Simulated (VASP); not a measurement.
Set up this calculation in VASP 6.6.1, as the native input.

```
Task                   : single point
Functional             : PBEsol
Potentials or basis    : VASP PAW PBE potentials, release 64 (W_sv, C)
Cutoff                 : 520 eV
k mesh                 : 2 × 2 × 2
Occupations            : fermi-dirac, width 0.24 eV
Spin                   : no spin polarisation
Dipole correction      : no
Further INCAR settings : LREAL = Auto; ALGO = Normal; EDIFF = 1e-07; NBANDS = 86
```

The structure of WC lies in POSCAR:

```
WC
1.0
   -2.9578120000     -5.1230800000      0.0000000000
    4.4367180000     -2.5615400000      0.0000000000
    0.0000000000      0.0000000000      5.7742360000
W C
8 8
Direct
    0.7310921400      0.5636673561     -0.0640084680
    0.7423337862      0.5220939850      0.4413224537
    0.5386297234      0.0567458782     -0.0151015650
    0.4987274659      0.0026465697      0.4441799746
    0.2489257714      0.5466373193     -0.0614453583
    0.2522022883      0.4978831097      0.4336158065
   -0.0039176699      0.0497242036     -0.0239858572
    0.0150318763      0.0331013745      0.4685121980
    0.5250605505      0.6725535400      0.2022258875
    0.4608546369      0.6962627274      0.6921608331
    0.2484309058      0.1584080652      0.2114219093
    0.2473942411      0.2168146939      0.6941870751
   -0.0062558186      0.6723881177      0.1556223196
   -0.0237117877      0.7111258795      0.6720196403
    0.7476567774      0.2117845191      0.2239430463
    0.7690631064      0.1719388262      0.7118863864
```

The input as run:

INCAR

```
PREC     = Accurate       # precision mode
ENCUT    = 520            # plane-wave cutoff, eV
EDIFF    = 1E-7           # SCF threshold, eV
ISMEAR   = -1             # smearing method
SIGMA    = 0.24           # smearing width, eV
LREAL    = Auto         
LASPH    = True           # aspherical terms in the spheres
NELM     = 60             # most SCF steps
ALGO     = Normal         # electronic algorithm
ISIF     = 2              # what is computed and relaxed
LWAVE    = False          # write WAVECAR
LCHARG   = False          # write CHGCAR
GGA      = PS             # functional
NBANDS   = 86             # bands
```

KPOINTS

```
Automatic mesh
0
Gamma
  2 2 2
```

Potentials or basis: VASP PAW PBE potentials, release 64 (W_sv, C).

The run is started by

```bash
$ cat potpaw_PBE.64/W_sv/POTCAR potpaw_PBE.64/C/POTCAR > POTCAR
$ mpirun -np 1 vasp_std > vasp.out
```

Results of the run:

The pressure is -6.9 GPa. The largest force is 6.515 eV/Å and the band gap on the k mesh is zero (bands 72 and 73 overlap by 0.24 eV).

Caveat: the k points lie up to 0.61 Å⁻¹ apart; the atoms stand as in a frame of molecular dynamics; the PAW data sets were made with another functional, which shifts forces and pressure a little; spin-orbit coupling is left out, which moves the levels of the heavy elements.

Wall time 2.7 min on 1 thread of Intel(R) Xeon(R) 6975P-C (Granite Rapids), on a shared host, peak memory 0.33 GiB.
